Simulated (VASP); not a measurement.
# BaTe (Imm2) in VASP: a series of runs

Runs on BaTe. Level: PBE. Tasks: single point.

Program: VASP 6.6.1. These are calculated values, not measurements. Logs are shortened: lines on timing, memory, paths and dates and some standing lists are left out, and cuts for length are marked.

### 1 The cell of the first run

It takes space group Imm2 (No. 44, orthorhombic). Conventional cell: a = 5.536 Å, b = 5.536 Å, c = 7.829 Å, α = 90.00°, β = 90.00°, γ = 90.00°. Within 4.4 Å of Ba (site symmetry mm2) lie 4 Te at 3.34 to 3.44 Å. Within 4.4 Å of Te (site symmetry mm2) lie 4 Ba at 3.34 to 3.44 Å.

### 2 Single point, PBE (atom 1 (Ba) moved 0.08 Å along x)

Contents of INCAR:

```
PREC = Accurate ; ENCUT = 520
EDIFF = 1E-6 ; ISMEAR = 0
SIGMA = 0.05 ; LREAL = F
LASPH = T ; NELM = 100
ALGO = Normal ; ISIF = 2
LWAVE = F ; LCHARG = T
GGA = PE ; LELF = T
LVHAR = T ; NBANDS = 15
```

Contents of KPOINTS:

```
regular mesh
0
Gamma
  8 8 8
```

Contents of POSCAR:

```
BaTe
1.0
    0.0000000000      3.9144414212      3.9144414212
    3.9144414212      0.0000000000      3.9144414212
    3.9144414212      3.9144414212      0.0000000000
Ba Te
1 1
Direct
   -0.0102185716      0.0102185716      0.0102185716
    0.2500000000      0.2500000000      0.2500000000
```

Potentials or basis: VASP PAW PBE potentials, release 64 (Ba_sv, Te).

Started as:

```sh
$ cat potpaw_PBE.64/Ba_sv/POTCAR potpaw_PBE.64/Te/POTCAR > POTCAR
$ mpirun -np 1 vasp_std > vasp.out
```

OUTCAR:

```text
PREC = Accurate
   ENCUT = 520
   EDIFF = 1E-6
   ISMEAR = 0
   LREAL = F
   LASPH = T
   NELM = 100
   ISIF = 2
   GGA = PE

 ion  position               nearest neighbor table
   1  0.990  0.010  0.010-   2 3.34   2 3.34   2 3.44   2 3.44
   2  0.250  0.250  0.250-   1 3.34   1 3.34   1 3.44   1 3.44

  LATTYP: Found a face centered cubic cell.
 ALAT       =     7.8288828424

  Lattice vectors:

 A1 = (   0.0000000000,   3.9144414212,   3.9144414212)
 A2 = (   3.9144414212,   0.0000000000,   3.9144414212)
 A3 = (   3.9144414212,   3.9144414212,   0.0000000000)

Analysis of symmetry for initial positions (statically):
=====================================================================
 Subroutine PRICEL returns:
 Original cell was already a primitive cell.

 Routine SETGRP: Setting up the symmetry group for a
 face centered cubic supercell.

 Subroutine GETGRP returns: Found  4 space group operations
 (whereof  4 operations were pure point group operations)
 out of a pool of 48 trial point group operations.

The static configuration has the point symmetry C_2v.

Analysis of symmetry for dynamics (positions and initial velocities):
=====================================================================
 Subroutine PRICEL returns:
 Original cell was already a primitive cell.

 Routine SETGRP: Setting up the symmetry group for a
 face centered cubic supercell.

 Subroutine GETGRP returns: Found  4 space group operations
 (whereof  4 operations were pure point group operations)
 out of a pool of 48 trial point group operations.

The dynamic configuration has the point symmetry C_2v.

 Subroutine INISYM returns: Found  4 space group operations
 (whereof  4 operations are pure point group operations),
 and found     1 'primitive' translations

----------------------------------------------------------------------------------------

                                     Primitive cell

  volume of cell :     119.9608

  direct lattice vectors                    reciprocal lattice vectors
     0.000000000  3.914441421  3.914441421    -0.127732145  0.127732145  0.127732145
     3.914441421  0.000000000  3.914441421     0.127732145 -0.127732145  0.127732145
     3.914441421  3.914441421  0.000000000     0.127732145  0.127732145 -0.127732145

  length of vectors
     5.535856147  5.535856147  5.535856147     0.221238565  0.221238565  0.221238565

  position of ions in fractional coordinates (direct lattice)
     0.989781428  0.010218572  0.010218572
     0.250000000  0.250000000  0.250000000

  ion indices of the primitive-cell ions
   primitive index   ion index
                 1           1
                 2           2

----------------------------------------------------------------------------------------

 KPOINTS: regular mesh

Automatic generation of k-mesh.
 Grid dimensions read from file:
 generate k-points for:    8    8    8

 Generating k-lattice:

  Cartesian coordinates                     Fractional coordinates (reciprocal lattice)
    -0.015966518  0.015966518  0.015966518     0.125000000  0.000000000  0.000000000
     0.015966518 -0.015966518  0.015966518     0.000000000  0.125000000  0.000000000
     0.015966518  0.015966518 -0.015966518     0.000000000  0.000000000  0.125000000

  Length of vectors
     0.027654821  0.027654821  0.027654821

  Shift w.r.t. Gamma in fractional coordinates (k-lattice)
     0.000000000  0.000000000  0.000000000

 Subroutine IBZKPT returns following result:
 ===========================================

 Found     95 irreducible k-points:

 Following reciprocal coordinates:
            Coordinates               Weight
  0.000000  0.000000  0.000000      1.000000
  0.125000  0.000000  0.000000      4.000000
  0.000000  0.125000  0.000000      4.000000
  0.250000  0.000000  0.000000      4.000000
  0.000000  0.250000  0.000000      4.000000
  0.375000  0.000000  0.000000      4.000000
[... 16 lines left out ...]
  0.375000 -0.125000 -0.125000      4.000000
 -0.375000  0.125000  0.000000      8.000000
 [... further k-points ...]
   k-points           NKPTS =     95   k-points in BZ     NKDIM =     95   number of bands    NBANDS=     15
   number of dos      NEDOS =    301   number of ions     NIONS =      2
   total plane-waves  NPLWV =  74088
   dimension x,y,z NGX =    42 NGY =   42 NGZ =   42
   dimension x,y,z NGXF=    84 NGYF=   84 NGZF=   84
   ions per type =               1   1
   NGX,Y,Z   is equivalent  to a cutoff of  12.61, 12.61, 12.61 a.u.
   NGXF,Y,Z  is equivalent  to a cutoff of  25.23, 25.23, 25.23 a.u.
 SYSTEM =  unknown system
   PREC   = accura    normal or accurate (medium, high low for compatibility)
   ISTART =      0    job   : 0-new  1-cont  2-samecut
   ICHARG =      2    charge: 1-file 2-atom 10-const
   ISPIN  =      1    spin polarized calculation?
   LNONCOLLINEAR =      F non collinear calculations
   LSORBIT =      F    spin-orbit coupling
   LASPH  =      T    aspherical Exc in radial PAW
   ENCUT  =  520.0 eV  38.22 Ry    6.18 a.u.  10.29 10.29 10.29*2*pi/ulx,y,z
   NELM   =    100;   NELMIN=  2; NELMDL= -5     # of ELM steps
   EDIFF  = 0.1E-05   stopping-criterion for ELM
   LREAL  =      F    real-space projection
   EDIFFG = 0.1E-04   stopping-criterion for IOM
   NSW    =      0    number of steps for IOM
   IBRION =     -1    ionic relax: 0-MD 1-quasi-New 2-CG
   NFREE  =      0    steps in history (QN), initial steepest desc. (CG)
   ISIF   =      2    stress and relaxation
   ISYM   =      2    0-nonsym 1-usesym 2-fastsym
   POTIM  = 0.5000    time-step for ionic-motion
   TEBEG  =    0.0;   TEEND  =   0.0 temperature during run
   PSTRESS=    0.0 pullay stress
   NELECT =      16.0000    total number of electrons
   NUPDOWN=      -1.0000    fix difference up-down
   EMIN   =  10.00;   EMAX   =-10.00  energy-range for DOS
   EFERMI =   0.00;   METHOD = LEGACY
   ISMEAR =     0;   SIGMA  =   0.05  broadening in eV -4-tet -1-fermi 0-gaus
   EFERMI_NEDOS =   21; number of points for ismear=-14 and -15
   IALGO  =     38    algorithm
   IMIX   =      4    mixing-type and parameters
     AMIX     =   0.40;   BMIX     =  1.00
     AMIX_MAG =   1.60;   BMIX_MAG =  1.00
  volume/ion in A,a.u.               =      59.98       404.77
  Fermi-wavevector in a.u.,A,eV,Ry     =   0.836440  1.580643  9.519080  0.699633
  Thomas-Fermi vector in A             =   1.950165
   LORBIT       =      0    0 simple, 1 ext, 2 COOP (PROOUT), +10 PAW based schemes
   GGA     = PE    functional components
   LHFCALC =     F    Hartree Fock is set to
   AEXX    =    0.0000 exact exchange contribution
   IVDW    =     0    specifies the selected vdW correction
   LEPSILON=     F    determine dielectric tensor
   LRPA    =     F    only Hartree local field effects (RPA)
 non-spin polarized calculation
 Gauss-broadening in eV      SIGMA  =   0.05
  energy-cutoff  :      520.00
  volume of cell :      119.96
 maximum number of plane-waves:      3250
 NGX is ok and might be reduce to    42
   NGX = 21   NGY = 21   NGZ = 21

 number of electron      16.0000000 magnetization

 Free energy of the ion-electron system (eV)
  ---------------------------------------------------
  ext. energy  EPLUGINS =         0.00000000
  ---------------------------------------------------
  free energy    TOTEN  =        -8.08207921 eV

  energy without entropy =       -8.08207921  energy(sigma->0) =       -8.08207921

 E-fermi :   0.2891     XC(G=0):  -6.6864

 val. band max:        0.0437891089   @ k =   0.0000   0.5000   0.5000
 cond. band min:       2.6027387331   @ k =   0.0000   0.0000   0.0000
 fundamental gap:      2.5589496242
 Fermi energy:         0.2890611589

 k-point     1 :       0.0000    0.0000    0.0000
  band No.  band energies     occupation
      1     -26.8692      2.00000
      2     -12.0589      2.00000
      3     -12.0587      2.00000
      4     -12.0587      2.00000
      5      -8.6990      2.00000
      6      -0.4308      2.00000
      7      -0.4091      2.00000
      8      -0.3789      2.00000
      9       2.6027      0.00000
     10       4.1488      0.00000
     11       4.1539      0.00000
     12       5.9396      0.00000
     13       6.1141      0.00000
     14       6.2678      0.00000
     15       7.8249      0.00000

 k-point     2 :       0.1250    0.0000    0.0000
  band No.  band energies     occupation
      1     -26.8687      2.00000
      2     -12.0867      2.00000
      3     -12.0608      2.00000
      4     -12.0607      2.00000
      5      -8.6546      2.00000
      6      -0.5084      2.00000
      7      -0.3790      2.00000
      8      -0.3520      2.00000
      9       2.9147      0.00000
     10       4.0628      0.00000
     11       4.0653      0.00000
     12       5.9986      0.00000
     13       6.1315      0.00000
     14       6.3201      0.00000
     15       7.1372      0.00000

 k-point     3 :       0.0000    0.1250    0.0000
  band No.  band energies     occupation
      1     -26.8688      2.00000
      2     -12.0832      2.00000
      3     -12.0611      2.00000
      4     -12.0604      2.00000
      5      -8.6607      2.00000
      6      -0.4790      2.00000
      7      -0.4005      2.00000
      8      -0.3744      2.00000
      9       2.9231      0.00000
     10       4.0744      0.00000
     11       4.0844      0.00000
     12       5.8181      0.00000
     13       6.2470      0.00000
     14       6.4010      0.00000
     15       7.2445      0.00000

 k-point     4 :       0.2500    0.0000    0.0000
  band No.  band energies     occupation
      1     -26.8675      2.00000
      2     -12.1507      2.00000
      3     -12.0662      2.00000
      4     -12.0656      2.00000
      5      -8.5507      2.00000
      6      -0.6318      2.00000
      7      -0.2949      2.00000
      8      -0.2905      2.00000
      9       3.5824      0.00000
     10       3.9856      0.00000
     11       4.0063      0.00000
     12       5.4356      0.00000
     13       6.1417      0.00000
     14       6.1633      0.00000
     15       6.3761      0.00000
[... 307 lines left out ...]
 k-point    22 :       0.1250    0.0000    0.5000
  band No.  band energies     occupation
      1     -26.8658      2.00000
      2     -12.2138      2.00000
      3     -12.0835      2.00000
      4     -12.0749      2.00000
      5      -8.4342      2.00000
      6      -0.6421      2.00000
      7      -0.2923      2.00000
      8      -0.2143      2.00000
      9       3.7523      0.00000
     10       4.1343      0.00000
     11       4.4378      0.00000
     12       4.9401      0.00000
     13       5.3585      0.00000
     14       5.6837      0.00000
     15       7.2816      0.00000

 k-point    23 :       0.3750   -0.1250   -0.1250
  band No.  band energies     occupation
      1     -26.8656      2.00000
      2     -12.2313      2.00000
      3     -12.0833      2.00000
      4     -12.0755      2.00000
      5      -8.4011      2.00000
      6      -0.6444      2.00000
      7      -0.2402      2.00000
      8      -0.1773      2.00000
      9       3.6353      0.00000
     10       4.0715      0.00000
     11       4.4389      0.00000
     12       4.9687      0.00000
     13       5.2072      0.00000
     14       5.5568      0.00000
     15       7.4182      0.00000

 k-point    24 :      -0.3750    0.1250    0.0000
  band No.  band energies     occupation
      1     -26.8658      2.00000
      2     -12.2232      2.00000
      3     -12.0833      2.00000
      4     -12.0732      2.00000
      5      -8.4159      2.00000
      6      -0.6390      2.00000
      7      -0.2657      2.00000
      8      -0.1853      2.00000
      9       3.7765      0.00000
     10       3.9996      0.00000
     11       4.3065      0.00000
     12       4.9414      0.00000
     13       5.3962      0.00000
     14       5.6718      0.00000
     15       7.1144      0.00000

 [... further k-points ...]

------------------------ aborting loop because EDIFF is reached ----------------------------------------

  FORCE on cell =-STRESS in cart. coord.  units (eV):
  Direction    XX          YY          ZZ          XY          YZ          ZX
  --------------------------------------------------------------------------------------
  -------------------------------------------------------------------------------------
  Total        0.1552030      0.1886413      0.1886413      0.0000000      0.3819435      0.0000000
  in kB        2.0728659      2.5194628      2.5194628      0.0000000      5.1011755      0.0000000
  external PRESSURE =       2.3705972 kB  Pullay stress =       0.0000000 kB

 VOLUME and BASIS-vectors are now :
 -----------------------------------------------------------------------------
  energy-cutoff  :      520.00
  volume of cell :      119.96
      direct lattice vectors                 reciprocal lattice vectors
     0.000000000  3.914441421  3.914441421    -0.127732145  0.127732145  0.127732145
     3.914441421  0.000000000  3.914441421     0.127732145 -0.127732145  0.127732145
     3.914441421  3.914441421  0.000000000     0.127732145  0.127732145 -0.127732145

 POSITION                                       TOTAL-FORCE (eV/Angst)
 -----------------------------------------------------------------------------------
      0.08000      3.91444      3.91444        -0.222539      0.000000      0.000000
      1.95722      1.95722      1.95722         0.222539     -0.000000     -0.000000
 -----------------------------------------------------------------------------------
    total drift:                                0.000128      0.000000      0.000000

  FREE ENERGIE OF THE ION-ELECTRON SYSTEM (eV)
  ---------------------------------------------------
  free  energy   TOTEN  =        -8.0820792100 eV

  energy  without entropy=       -8.0820792100  energy(sigma->0) =       -8.08207921
```

It took 1.8 min on 1 thread of Intel Xeon 6975P-C (Granite Rapids), shared host; peak memory 0.38 GiB.

Results:

```
Free energy            : -8.0821 eV
Pressure               : 0.2 GPa
Largest force          : 0.223 eV/Å
Band gap on the k mesh : 2.56 eV (least direct gap 2.90 eV)
```

Forces in eV/Å, atoms in the order of the input:
```
Ba  -0.223  0.000  0.000
Te   0.223  0.000  0.000
```

Caveat: the cell differs from its parent crystal (atom 1 (Ba) moved 0.08 Å along x); spin-orbit coupling is left out, which moves the levels of the heavy elements. A k mesh can miss the band edges.

### 3 Single point, PBE

Contents of INCAR:

```
SYSTEM = BaTe
PREC = Accurate
ENCUT = 520
EDIFF = 1E-6
ISMEAR = 0
SIGMA = 0.05
LREAL = .FALSE.
LASPH = .TRUE.
NELM = 100
ALGO = Normal
ISIF = 2
LWAVE = .FALSE.
LCHARG = .FALSE.
GGA = PE
NBANDS = 15
```

Contents of KPOINTS:

```
Automatic mesh
0
G
  8 8 8
  0 0 0
```

Contents of POSCAR:

```
BaTe
1.0
    0.0587166213      3.9144414212      3.9144414212
    3.9144414212      0.0587166213      3.9144414212
    3.9731580425      3.9731580425      0.0000000000
Ba Te
1 1
Direct
    0.0000000000      0.0000000000      0.0000000000
    0.2500000000      0.2500000000      0.2500000000
```

Potentials or basis: VASP PAW PBE potentials, release 64 (Ba_sv, Te).

Started as:

```sh
$ cat potpaw_PBE.64/Ba_sv/POTCAR potpaw_PBE.64/Te/POTCAR > POTCAR
$ mpirun -np 1 vasp_std > vasp.out
```

Wall time 1.8 min (1 thread of Intel Xeon 6975P-C (Granite Rapids), shared host); peak memory 0.37 GiB.

It converged, with:

* Free energy: -8.0861 eV
* Pressure: 0.2 GPa
* Largest force: 0.143 eV/Å
* Band gap on the k mesh: 2.56 eV (least direct gap 2.91 eV)

Forces on the atoms (eV/Å):
```
Ba   0.000  0.000  0.143
Te   0.000  0.000 -0.143
```

Stress tensor (GPa, compression positive):
```
 0.22 -0.43  0.00
-0.43  0.22  0.00
 0.00  0.00  0.23
```

Levels at points of the mesh, in eV from the valence-band top:
```
           k point  band 4  band 5  band 6  band 7  band 8  band 9  band 10  band 11  band 12  band 13
(0.00, 0.00, 0.00)  -12.10   -8.74   -0.47   -0.45   -0.43    2.56     4.11     4.11     6.03     6.06
(0.50, 0.00, 0.00)  -12.11   -8.47   -0.69   -0.28   -0.25    3.95     4.28     4.36     4.52     5.11
(0.50, 0.50, 0.00)  -12.13   -8.39   -0.98   -0.03    0.00    2.91     3.89     4.93     4.97     4.99
(0.00, 0.00, 0.50)  -12.11   -8.48   -0.73   -0.28   -0.25    4.01     4.27     4.35     4.52     5.15
(0.50, 0.00, 0.50)  -12.13   -8.39   -0.98   -0.02   -0.02    2.91     3.89     4.95     4.95     4.98
```

Caveat: spin-orbit coupling is left out, which moves the levels of the heavy elements. A k mesh can miss the band edges.
